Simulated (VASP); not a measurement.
# Ni2O (Fm-3m) in VASP: further runs

Ni2O is run at these levels: PBE; tasks: single point, relaxation of cell and atoms.

Program: VASP 6.6.1. These are calculated values, not measurements. Logs are shortened: lines on timing, memory, paths and dates and some standing lists are left out, and cuts for length are marked.

**1. The cell of the first run**

It takes space group Fm-3m (No. 225, cubic). The conventional cell has a = 5.048 Å, b = 5.048 Å, c = 5.048 Å, α = 90.00°, β = 90.00°, γ = 90.00°. Ni (site symmetry -43m) has 4 O at 2.19 Å and 6 Ni at 2.52 Å within 2.9 Å. Within 2.9 Å of O (site symmetry m-3m) lie 8 Ni at 2.19 Å.

**2. Single point, PBE, collinear spin, ferromagnetic start**

INCAR

```
SYSTEM = Ni2O
PREC = Accurate ; ENCUT = 520
EDIFF = 1E-6 ; ISMEAR = 0
SIGMA = 0.1 ; LREAL = .False.
LASPH = .True. ; NELM = 150
ALGO = Normal ; ISIF = 2
LWAVE = .False. ; LCHARG = .False.
ISPIN = 2 ; MAGMOM = 1.08 1.08 0.39
LORBIT = 11 ; LMAXMIX = 4
GGA = PE ; NBANDS = 24
```

KPOINTS

```
regular mesh
0
Gamma
  6 6 6
  0 0 0
```

POSCAR

```
Ni2O
1.0
    0.0000000000      2.5239681771      2.5239681771
    2.5239681771      0.0000000000      2.5239681771
    2.5239681771      2.5239681771      0.0000000000
Ni O
2 1
Direct
    0.2500000000      0.2500000000      0.2500000000
    0.7500000000      0.7500000000      0.7500000000
    0.0000000000      0.0000000000      0.0000000000
```

Potentials or basis: VASP PAW PBE potentials, release 64 (Ni, O).

On the command line:

```console
> cat potpaw_PBE.64/Ni/POTCAR potpaw_PBE.64/O/POTCAR > POTCAR
> mpirun -np 1 vasp_std > vasp.out
```

OUTCAR:

```text
SYSTEM = Ni2O
   PREC = Accurate
   ENCUT = 520
   EDIFF = 1E-6
   ISMEAR = 0
   LREAL = .False.
   LASPH = .True.
   NELM = 150
   ISIF = 2
   ISPIN = 2
   LORBIT = 11
   GGA = PE

 ion  position               nearest neighbor table
   1  0.250  0.250  0.250-   3 2.19   3 2.19   3 2.19   3 2.19   2 2.52   2 2.52   2 2.52   2 2.52
                             2 2.52   2 2.52
   2  0.750  0.750  0.750-   3 2.19   3 2.19   3 2.19   3 2.19   1 2.52   1 2.52   1 2.52   1 2.52
                             1 2.52   1 2.52
   3  0.000  0.000  0.000-   2 2.19   2 2.19   2 2.19   1 2.19   1 2.19   1 2.19   2 2.19   1 2.19

  LATTYP: Found a face centered cubic cell.
 ALAT       =     5.0479363542

  Lattice vectors:

 A1 = (   0.0000000000,   2.5239681771,   2.5239681771)
 A2 = (   2.5239681771,   0.0000000000,   2.5239681771)
 A3 = (   2.5239681771,   2.5239681771,   0.0000000000)

Analysis of symmetry for initial positions (statically):
=====================================================================
 Subroutine PRICEL returns:
 Original cell was already a primitive cell.

 Routine SETGRP: Setting up the symmetry group for a
 face centered cubic supercell.

 Subroutine GETGRP returns: Found 48 space group operations
 (whereof 48 operations were pure point group operations)
 out of a pool of 48 trial point group operations.

The static configuration has the point symmetry O_h .

Analysis of symmetry for dynamics (positions and initial velocities):
=====================================================================
 Subroutine PRICEL returns:
 Original cell was already a primitive cell.

 Routine SETGRP: Setting up the symmetry group for a
 face centered cubic supercell.

 Subroutine GETGRP returns: Found 48 space group operations
 (whereof 48 operations were pure point group operations)
 out of a pool of 48 trial point group operations.

The dynamic configuration has the point symmetry O_h .

Analysis of structural, dynamic, and magnetic symmetry:
=====================================================================
 Subroutine PRICEL returns:
 Original cell was already a primitive cell.

 Routine SETGRP: Setting up the symmetry group for a
 face centered cubic supercell.

 Subroutine GETGRP returns: Found 48 space group operations
 (whereof 48 operations were pure point group operations)
 out of a pool of 48 trial point group operations.

The overall configuration has the point symmetry O_h .

 Subroutine INISYM returns: Found 48 space group operations
 (whereof 48 operations are pure point group operations),
 and found     1 'primitive' translations

----------------------------------------------------------------------------------------

                                     Primitive cell

  volume of cell :      32.1575

  direct lattice vectors                    reciprocal lattice vectors
     0.000000000  2.523968177  2.523968177    -0.198100754  0.198100754  0.198100754
     2.523968177  0.000000000  2.523968177     0.198100754 -0.198100754  0.198100754
     2.523968177  2.523968177  0.000000000     0.198100754  0.198100754 -0.198100754

  length of vectors
     3.569430027  3.569430027  3.569430027     0.343120572  0.343120572  0.343120572

  position of ions in fractional coordinates (direct lattice)
     0.250000000  0.250000000  0.250000000
     0.750000000  0.750000000  0.750000000
     0.000000000  0.000000000  0.000000000

  ion indices of the primitive-cell ions
   primitive index   ion index
                 1           1
                 2           2
                 3           3

----------------------------------------------------------------------------------------

 KPOINTS: regular mesh

Automatic generation of k-mesh.
 Grid dimensions read from file:
 generate k-points for:    6    6    6

 Generating k-lattice:

  Cartesian coordinates                     Fractional coordinates (reciprocal lattice)
    -0.033016792  0.033016792  0.033016792     0.166666667  0.000000000  0.000000000
     0.033016792 -0.033016792  0.033016792     0.000000000  0.166666667  0.000000000
     0.033016792  0.033016792 -0.033016792     0.000000000  0.000000000  0.166666667

  Length of vectors
     0.057186762  0.057186762  0.057186762

  Shift w.r.t. Gamma in fractional coordinates (k-lattice)
     0.000000000  0.000000000  0.000000000

 Subroutine IBZKPT returns following result:
 ===========================================

 Found     16 irreducible k-points:

 Following reciprocal coordinates:
            Coordinates               Weight
  0.000000  0.000000  0.000000      1.000000
  0.166667  0.000000  0.000000      8.000000
  0.333333  0.000000  0.000000      8.000000
  0.500000  0.000000  0.000000      4.000000
  0.166667  0.166667  0.000000      6.000000
  0.333333  0.166667  0.000000     24.000000
[... 8 lines left out ...]
 -0.333333  0.333333  0.166667     24.000000
 -0.333333  0.500000  0.166667     12.000000
   k-points           NKPTS =     16   k-points in BZ     NKDIM =     16   number of bands    NBANDS=     24
   number of dos      NEDOS =    301   number of ions     NIONS =      3
   total plane-waves  NPLWV =  21952
   dimension x,y,z NGX =    28 NGY =   28 NGZ =   28
   dimension x,y,z NGXF=    56 NGYF=   56 NGZF=   56
   ions per type =               2   1
   NGX,Y,Z   is equivalent  to a cutoff of  13.04, 13.04, 13.04 a.u.
   NGXF,Y,Z  is equivalent  to a cutoff of  26.08, 26.08, 26.08 a.u.
 SYSTEM =  Ni2O
   PREC   = accura    normal or accurate (medium, high low for compatibility)
   ISTART =      0    job   : 0-new  1-cont  2-samecut
   ICHARG =      2    charge: 1-file 2-atom 10-const
   ISPIN  =      2    spin polarized calculation?
   LNONCOLLINEAR =      F non collinear calculations
   LSORBIT =      F    spin-orbit coupling
   LASPH  =      T    aspherical Exc in radial PAW
   ENCUT  =  520.0 eV  38.22 Ry    6.18 a.u.   6.64  6.64  6.64*2*pi/ulx,y,z
   NELM   =    150;   NELMIN=  2; NELMDL= -5     # of ELM steps
   EDIFF  = 0.1E-05   stopping-criterion for ELM
   LREAL  =      F    real-space projection
   EDIFFG = 0.1E-04   stopping-criterion for IOM
   NSW    =      0    number of steps for IOM
   IBRION =     -1    ionic relax: 0-MD 1-quasi-New 2-CG
   NFREE  =      0    steps in history (QN), initial steepest desc. (CG)
   ISIF   =      2    stress and relaxation
   ISYM   =      2    0-nonsym 1-usesym 2-fastsym
   POTIM  = 0.5000    time-step for ionic-motion
   TEBEG  =    0.0;   TEEND  =   0.0 temperature during run
   PSTRESS=    0.0 pullay stress
   NELECT =      26.0000    total number of electrons
   NUPDOWN=      -1.0000    fix difference up-down
   EMIN   =  10.00;   EMAX   =-10.00  energy-range for DOS
   EFERMI =   0.00;   METHOD = LEGACY
   ISMEAR =     0;   SIGMA  =   0.10  broadening in eV -4-tet -1-fermi 0-gaus
   EFERMI_NEDOS =   21; number of points for ismear=-14 and -15
   IALGO  =     38    algorithm
   IMIX   =      4    mixing-type and parameters
     AMIX     =   0.40;   BMIX     =  1.00
     AMIX_MAG =   1.60;   BMIX_MAG =  1.00
  volume/ion in A,a.u.               =      10.72        72.34
  Fermi-wavevector in a.u.,A,eV,Ry     =   1.525125  2.882068 31.647232  2.326006
  Thomas-Fermi vector in A             =   2.633338
   LORBIT       =     11    0 simple, 1 ext, 2 COOP (PROOUT), +10 PAW based schemes
   GGA     = PE    functional components
   LHFCALC =     F    Hartree Fock is set to
   AEXX    =    0.0000 exact exchange contribution
   IVDW    =     0    specifies the selected vdW correction
   LEPSILON=     F    determine dielectric tensor
   LRPA    =     F    only Hartree local field effects (RPA)
 spin polarized calculation
 Gauss-broadening in eV      SIGMA  =   0.10
  energy-cutoff  :      520.00
  volume of cell :       32.16
 maximum number of plane-waves:       893
 NGX is ok and might be reduce to    28
   NGX = 13   NGY = 13   NGZ = 13

 number of electron      25.9999974 magnetization       2.4959783

 Free energy of the ion-electron system (eV)
  ---------------------------------------------------
  ext. energy  EPLUGINS =         0.00000000
  ---------------------------------------------------
  free energy    TOTEN  =       -15.19810083 eV

  energy without entropy =      -15.18940108  energy(sigma->0) =      -15.19375096

 E-fermi :   7.6657     XC(G=0): -12.2779

 val. band max:        7.6277822596   @ k =   0.5000   0.5000   0.0000
 cond. band min:       7.7157991004   @ k =   0.3333   0.3333   0.0000
 fundamental gap:      0.0880168408
 Fermi energy:         7.6656530811

 spin component 1

 k-point     1 :       0.0000    0.0000    0.0000
  band No.  band energies     occupation
      1     -12.6315      1.00000
      2       1.1861      1.00000
      3       1.1861      1.00000
      4       1.1861      1.00000
      5       4.0129      1.00000
      6       4.0129      1.00000
[... 16 lines left out ...]
     23      25.0929      0.00000
     24      25.2694      0.00000
[... 381 lines left out ...]
      1     -12.1788      1.00000
      2       0.2571      1.00000
      3       1.1614      1.00000
      4       1.6437      1.00000
      5       4.2765      1.00000
      6       4.5447      1.00000
[... 16 lines left out ...]
     23      28.4448      0.00000
     24      30.1255      0.00000
 Fermi energy:         7.6656530811

 spin component 2

 k-point     1 :       0.0000    0.0000    0.0000
  band No.  band energies     occupation
      1     -12.0281      1.00000
      2       1.7839      1.00000
      3       1.7839      1.00000
      4       1.7839      1.00000
      5       4.3194      1.00000
      6       5.0711      1.00000
[... 16 lines left out ...]
     23      25.0940      0.00000
     24      25.5379      0.00000
[... 382 lines left out ...]
      2       0.6939      1.00000
      3       1.6548      1.00000
      4       2.1559      1.00000
      5       4.9216      1.00000
      6       5.6603      1.00000
[... 16 lines left out ...]
     23      28.6279      0.00000
     24      30.1080      0.00000

------------------------ aborting loop because EDIFF is reached ----------------------------------------

  FORCE on cell =-STRESS in cart. coord.  units (eV):
  Direction    XX          YY          ZZ          XY          YZ          ZX
  --------------------------------------------------------------------------------------
  -------------------------------------------------------------------------------------
  Total        0.0440101      0.0440101      0.0440101      0.0000000      0.0000000     -0.0000000
  in kB        2.1927094      2.1927094      2.1927094      0.0000000      0.0000000     -0.0000000
  external PRESSURE =       2.1927094 kB  Pullay stress =       0.0000000 kB

 VOLUME and BASIS-vectors are now :
 -----------------------------------------------------------------------------
  energy-cutoff  :      520.00
  volume of cell :       32.16
      direct lattice vectors                 reciprocal lattice vectors
     0.000000000  2.523968177  2.523968177    -0.198100754  0.198100754  0.198100754
     2.523968177  0.000000000  2.523968177     0.198100754 -0.198100754  0.198100754
     2.523968177  2.523968177  0.000000000     0.198100754  0.198100754 -0.198100754

 POSITION                                       TOTAL-FORCE (eV/Angst)
 -----------------------------------------------------------------------------------
      1.26198      1.26198      1.26198         0.000000     -0.000000      0.000000
      3.78595      3.78595      3.78595        -0.000000      0.000000     -0.000000
      0.00000      0.00000      0.00000         0.000000      0.000000     -0.000000
 -----------------------------------------------------------------------------------
    total drift:                                0.000000      0.000000      0.000000

  FREE ENERGIE OF THE ION-ELECTRON SYSTEM (eV)
  ---------------------------------------------------
  free  energy   TOTEN  =       -15.1981008311 eV

  energy  without entropy=      -15.1894010838  energy(sigma->0) =      -15.19375096

 total charge

# of ion       s       p       d       tot
------------------------------------------
    1        0.360   0.340   8.395   9.094
    2        0.360   0.340   8.395   9.094
    3        1.596   3.270   0.000   4.867
--------------------------------------------------
tot          2.316   3.949  16.789  23.055

 magnetization (x)

# of ion       s       p       d       tot
------------------------------------------
    1       -0.000  -0.006   1.060   1.054
    2       -0.000  -0.006   1.060   1.054
    3        0.009   0.364   0.000   0.373
--------------------------------------------------
tot          0.009   0.352   2.120   2.481
```

Wall time 18 s (1 thread of AMD EPYC 9R45 (Zen 5), shared host); peak memory 0.14 GiB.

What came out:

```yaml
Free_energy: -15.1981 eV
Pressure: 0.2 GPa
Net_moment: 2.50 μB per cell
Site_moments: Ni +1.05; O +0.37 μB
Valence_electrons_inside_the_program's_atomic_spheres: Ni 9.09; O 4.87
```

Levels at points of the mesh, in eV from the Fermi level:
Spin up:
```tsv
k point	band 11	band 12	band 13	band 14	band 15	band 16	band 17	band 18
(0.00, 0.00, 0.00)	-0.72	-0.72	-0.57	-0.57	-0.57	7.99	7.99	7.99
(0.50, 0.00, 0.00)	-1.98	-1.58	-0.38	-0.38	0.86	3.40	9.16	9.16
(0.50, 0.50, 0.00)	-1.50	-1.13	-1.10	-0.76	2.16	5.23	6.89	8.21
```
Spin down:
```
           k point  band 9  band 10  band 11  band 12  band 13  band 14  band 15  band 16
(0.00, 0.00, 0.00)   -0.12    -0.12     0.39     0.39     0.39     0.63     0.63     8.11
(0.50, 0.00, 0.00)   -1.03    -0.96    -0.96    -0.58     0.68     0.68     1.08     3.93
(0.50, 0.50, 0.00)   -0.80    -0.55    -0.55    -0.04     0.10     0.59     2.51     5.83
```

With open d or f shells a metallic result of PBE can be an artefact of self-interaction; +U or a hybrid may open a gap.

**3. Relaxation of cell and atoms, PBE, collinear spin, ferromagnetic start**

This run uses another cell than the first one, of 8.81 Å³/atom.

INCAR

```
PREC = Accurate
ENCUT = 600
EDIFF = 1E-6
ISMEAR = 0
SIGMA = 0.1
LREAL = F
LASPH = T
NELM = 150
ALGO = Normal
ISIF = 3
LWAVE = F
LCHARG = F
ISPIN = 2
MAGMOM = 1.08 1.08 0.39
LORBIT = 11
LMAXMIX = 4
GGA = PE
IBRION = 2
NSW = 90
EDIFFG = -0.04
```

KPOINTS

```
regular mesh
0
Gamma
  6 6 6
```

POSCAR

```
Ni2O
1.0
    0.0000000000      2.3642750049      2.3642750049
    2.3642750049      0.0000000000      2.3642750049
    2.3642750049      2.3642750049      0.0000000000
Ni O
2 1
Direct
    0.2500000000      0.2500000000      0.2500000000
    0.7500000000      0.7500000000      0.7500000000
    0.0000000000      0.0000000000      0.0000000000
```

Potentials or basis: VASP PAW PBE potentials, release 64 (Ni, O).

On the command line:

```console
> cat potpaw_PBE.64/Ni/POTCAR potpaw_PBE.64/O/POTCAR > POTCAR
> mpirun -np 1 vasp_std > vasp.out
```

Run time: 42 s. Hardware: 1 thread of AMD EPYC 9R45 (Zen 5), shared host; peak memory 0.15 GiB.

It converged, with:

| Item | Value |
| --- | --- |
| Free energy | -15.1924 eV |
| Relaxed volume | 10.74 Å³/atom |
| Relaxed cell | a = 3.572 Å, b = 3.572 Å, c = 3.572 Å, α = 60.00°, β = 60.00°, γ = 60.00° |
| Space group after relaxing (to 0.1 Å) | Fm-3m (No. 225) |
| Energy gained by relaxing | 227.4 meV/atom |
| Ionic steps | 3 |
| Pressure after relaxing | -0.1 GPa |
| Net moment | 2.50 μB per cell |
| Site moments | Ni +1.05; O +0.37 μB |
| Valence electrons inside the program's atomic spheres | Ni 9.09; O 4.87 |

Step by step:
| step | energy change (eV) | largest force (eV/Å) | pressure (GPa) | volume (Å³) |
| --- | --- | --- | --- | --- |
| 1 | 0.0000 | 0.0000 | 45.63 | 26.43 |
| 2 | -0.4023 | 0.0000 | -15.73 | 37.24 |
| 3 | -0.6822 | 0.0000 | -0.12 | 32.22 |

Final structure:
```cif
data_structure
_symmetry_space_group_name_H-M 'P 1'
_symmetry_Int_Tables_number 1
_cell_length_a 3.5718
_cell_length_b 3.5718
_cell_length_c 3.5718
_cell_angle_alpha 60.000
_cell_angle_beta 60.000
_cell_angle_gamma 60.000
_cell_volume 32.22
loop_
_atom_site_label
_atom_site_type_symbol
_atom_site_fract_x
_atom_site_fract_y
_atom_site_fract_z
_atom_site_occupancy
Ni1 Ni 0.25000 0.25000 0.25000 1
Ni2 Ni 0.75000 0.75000 0.75000 1
O1 O 0.00000 0.00000 0.00000 1
```

Levels at points of the mesh, in eV from the Fermi level:
Spin up:
| k point | band 11 | band 12 | band 13 | band 14 | band 15 | band 16 | band 17 | band 18 |
| --- | --- | --- | --- | --- | --- | --- | --- | --- |
| (0.00, 0.00, 0.00) | -0.73 | -0.73 | -0.58 | -0.58 | -0.58 | 7.99 | 7.99 | 7.99 |
| (0.50, 0.00, 0.00) | -1.98 | -1.58 | -0.39 | -0.39 | 0.86 | 3.39 | 9.15 | 9.15 |
| (0.50, 0.50, 0.00) | -1.50 | -1.13 | -1.10 | -0.77 | 2.15 | 5.22 | 6.87 | 8.20 |
Spin down:
```csv
k point,band 10,band 11,band 12,band 13,band 14,band 15
"(0.00, 0.00, 0.00)",-0.12,0.39,0.39,0.39,0.63,0.63
"(0.50, 0.00, 0.00)",-0.95,-0.95,-0.58,0.68,0.68,1.08
"(0.50, 0.50, 0.00)",-0.55,-0.55,-0.04,0.10,0.59,2.50
```

Caveat: the k points lie up to 0.36 Å⁻¹ apart in the final cell; the volume moved by over 15 % at a fixed basis, so the end points are rough. With open d or f shells a metallic result of PBE can be an artefact of self-interaction; +U or a hybrid may open a gap.
